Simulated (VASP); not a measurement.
# WS2 in VASP: further runs, part 2 of 2

VASP 6.6.1. The steps go on from the part before.

### Step 4. Single point, PBE (volume scaled by 0.98)

INCAR

```
PREC = Accurate
ENCUT = 520
EDIFF = 1E-6
ISMEAR = -1
SIGMA = 0.05
LREAL = False
LASPH = True
NELM = 60
ALGO = Normal
ISIF = 2
LWAVE = False
LCHARG = False
GGA = PE
NBANDS = 20
```

KPOINTS

```
Automatic mesh
0
Gamma
  10 10 2
```

POSCAR

```
WS2
1.0
    3.1621498298      0.0000000000      0.0000000000
   -1.5810749149      2.7385020831      0.0000000000
    0.0000000000      0.0000000000     16.8368121945
W S
1 2
Direct
    0.0000000000      0.0000000000      0.0000000000
    0.3333333333      0.6666666667      0.0920005100
    0.3333333333      0.6666666667      0.9079994900
```

Started as:

```bash
> cat potpaw_PBE.64/W_sv/POTCAR potpaw_PBE.64/S/POTCAR > POTCAR
> mpirun -np 1 vasp_std > vasp.out
```

Run time: 1.7 min. Hardware: 1 thread of AMD EPYC 7R43 (Zen 3), shared host; peak memory 0.23 GiB.

The run converged. Its results:

```
Free energy            : -23.6488 eV
Largest force          : 0.640 eV/Å
Band gap on the k mesh : 2.06 eV, indirect (least direct gap 2.22 eV)
```

Forces in eV/Å, atoms in the order of the input:
```
W    0.000  0.000  0.000
S    0.000  0.000  0.640
S    0.000  0.000 -0.640
```

Levels at points of the mesh, in eV from the valence-band top:
| k point | band 11 | band 12 | band 13 | band 14 | band 15 | band 16 |
| --- | --- | --- | --- | --- | --- | --- |
| (0.00, 0.00, 0.00) | -1.66 | -1.66 | 0.00 | 2.97 | 2.97 | 3.18 |
| (0.50, 0.00, 0.00) | -2.11 | -1.28 | -0.92 | 2.94 | 3.42 | 4.16 |
| (0.00, 0.00, 0.50) | -1.66 | -1.66 | 0.00 | 2.97 | 2.97 | 3.18 |
| (0.50, 0.00, 0.50) | -2.11 | -1.28 | -0.92 | 2.94 | 3.42 | 4.16 |

Caveat: the cell differs from its parent crystal (volume scaled by 0.98); spin-orbit coupling is left out, which moves the levels of the heavy elements.

### Step 5. Single point, PBE

This run uses another cell than the first one, of 49.59 Å³/atom, 1.064 times its volume.

Changes to INCAR since step 4:

```diff
@@ -7,3 +7,3 @@
 LASPH = True
-NELM = 60
+NELM = 80
 ALGO = Normal
```

KPOINTS is that of step 4.

POSCAR

```
WS2
1.0
    3.1835163552      0.0000000000      0.0000000000
   -1.5917581776      2.7570060369      0.0000000000
    0.0000000000      0.0000000000     16.9505778900
W S
1 2
Direct
    0.0000000000      0.0000000000      0.0000000000
    0.3333333333      0.6666666667      0.0920005100
    0.3333333333      0.6666666667      0.9079994900
```

Potentials or basis: VASP PAW PBE potentials, release 64 (W_sv, S).

Started as:

```bash
> cat potpaw_PBE.64/W_sv/POTCAR potpaw_PBE.64/S/POTCAR > POTCAR
> mpirun -np 1 vasp_std > vasp.out
```

OUTCAR:

```text
PREC = Accurate
   ENCUT = 520
   EDIFF = 1E-6
   ISMEAR = -1
   LREAL = False
   LASPH = True
   NELM = 80
   ISIF = 2
   GGA = PE

 ion  position               nearest neighbor table
   1  0.000  0.000  0.000-   2 2.41   3 2.41   2 2.41   3 2.41   2 2.41   3 2.41
   2  0.333  0.667  0.092-   1 2.41   1 2.41   1 2.41
   3  0.333  0.667  0.908-   1 2.41   1 2.41   1 2.41

  LATTYP: Found a hexagonal cell.
 ALAT       =     3.1835163552
 C/A-ratio  =     5.3244827413

  Lattice vectors:

[... 192 lines left out ...]
      4     -39.3221      2.00000
      5     -15.9880      2.00000
      6     -14.3224      2.00000
[... 541 lines left out ...]
     19       6.9200      0.00000
     20       7.0221      0.00000

 [... further k-points ...]
[... 5 lines left out ...]
  --------------------------------------------------------------------------------------
  -------------------------------------------------------------------------------------
  Total        0.4024666      0.4024666      0.7915274      0.0000000      0.0000000      0.0000000
  in kB        4.3342212      4.3342212      8.5240748      0.0000000      0.0000000      0.0000000
  external PRESSURE =       5.7308390 kB  Pullay stress =       0.0000000 kB

 VOLUME and BASIS-vectors are now :
 -----------------------------------------------------------------------------
  energy-cutoff  :      520.00
  volume of cell :      148.77
      direct lattice vectors                 reciprocal lattice vectors
     3.183516355  0.000000000  0.000000000     0.314118066  0.181356150  0.000000000
    -1.591758178  2.757006037  0.000000000     0.000000000  0.362712300  0.000000000
     0.000000000  0.000000000 16.950577890     0.000000000  0.000000000  0.058995039

 POSITION                                       TOTAL-FORCE (eV/Angst)
 -----------------------------------------------------------------------------------
      0.00000      0.00000      0.00000         0.000000     -0.000000      0.000000
     -0.00000      1.83800      1.55946        -0.000000      0.000000      0.262956
     -0.00000      1.83800     15.39112        -0.000000      0.000000     -0.262956
 -----------------------------------------------------------------------------------
    total drift:                                0.000000     -0.000000     -0.000000

  FREE ENERGIE OF THE ION-ELECTRON SYSTEM (eV)
  ---------------------------------------------------
  free  energy   TOTEN  =       -23.6712418139 eV

  energy  without entropy=      -23.6712418136  energy(sigma->0) =      -23.67124181
```

OSZICAR:

```text
N       E                     dE             d eps       ncg     rms          rms(c)
DAV:   1     0.177266498827E+03    0.17727E+03   -0.12246E+04  1328   0.111E+03
DAV:   2    -0.104773406409E+02   -0.18774E+03   -0.18184E+03  1432   0.267E+02
DAV:   3    -0.247938913333E+02   -0.14317E+02   -0.14205E+02  1500   0.683E+01
[... 14 lines left out ...]
DAV:  18    -0.236712256253E+02   -0.31410E-04   -0.18533E-06  1088   0.588E-03    0.114E-02
DAV:  19    -0.236712331396E+02   -0.75143E-05   -0.29930E-07  1152   0.252E-03    0.572E-03
DAV:  20    -0.236712404180E+02   -0.72783E-05   -0.55329E-07  1136   0.247E-03    0.229E-03
DAV:  21    -0.236712417467E+02   -0.13287E-05   -0.78586E-08   984   0.112E-03    0.333E-03
DAV:  22    -0.236712418139E+02   -0.67259E-07   -0.70617E-09   860   0.478E-04
   1 F= -.23671242E+02 E0= -.23671242E+02  d E =-.336521E-09
```

stdout:

```text
POSCAR found type information on POSCAR W S
 POSCAR found :  2 types and       3 ions
 scaLAPACK will be used
 LDA part: xc-table for (Slater+PW92), standard interpolation
 POSCAR, INCAR and KPOINTS ok, starting setup
 FFT: planning ... GRIDC
 FFT: planning ... GRID_SOFT
 FFT: planning ... GRID
 WAVECAR not read
 entering main loop
```

It took 2 min on 1 thread of AMD EPYC 7R43 (Zen 3), shared host; peak memory 0.24 GiB.

Results:

```yaml
Free_energy: -23.6712 eV
Largest_force: 0.263 eV/Å
Band_gap_on_the_k_mesh: 2.00 eV, indirect (least direct gap 2.16 eV)
```

Forces in eV/Å, atoms in the order of the input:
```
W    0.000  0.000  0.000
S    0.000  0.000  0.263
S    0.000  0.000 -0.263
```

Caveat: spin-orbit coupling is left out, which moves the levels of the heavy elements.

### Step 6. The runs side by side

```tsv
cell	gap on the mesh (eV)	largest force (eV/Å)
a = 3.119, b = 3.119, c = 16.605 Å, angles 90.0, 90.0, 120.0°, 3 atoms	2.19	1.49
a = 3.140, b = 3.140, c = 16.721 Å, angles 90.0, 90.0, 120.0°, 3 atoms	2.13	1.05
a = 3.162, b = 3.162, c = 16.837 Å, angles 90.0, 90.0, 120.0°, 3 atoms	2.06	0.64
a = 3.184, b = 3.184, c = 16.951 Å, angles 90.0, 90.0, 120.0°, 3 atoms	2.00	0.26
```

Alike in all rows: task single point; level PBE; potentials or basis VASP PAW PBE potentials, release 64 (W_sv, S); no spin polarisation; k mesh 10 × 10 × 2; cutoff (eV) 520; smearing fermi-dirac 0.05 eV.

Caveats: spin-orbit coupling is left out, which moves the levels of the heavy elements.

Total energies depend on the potentials used, so only differences within one code and one set of settings carry meaning.
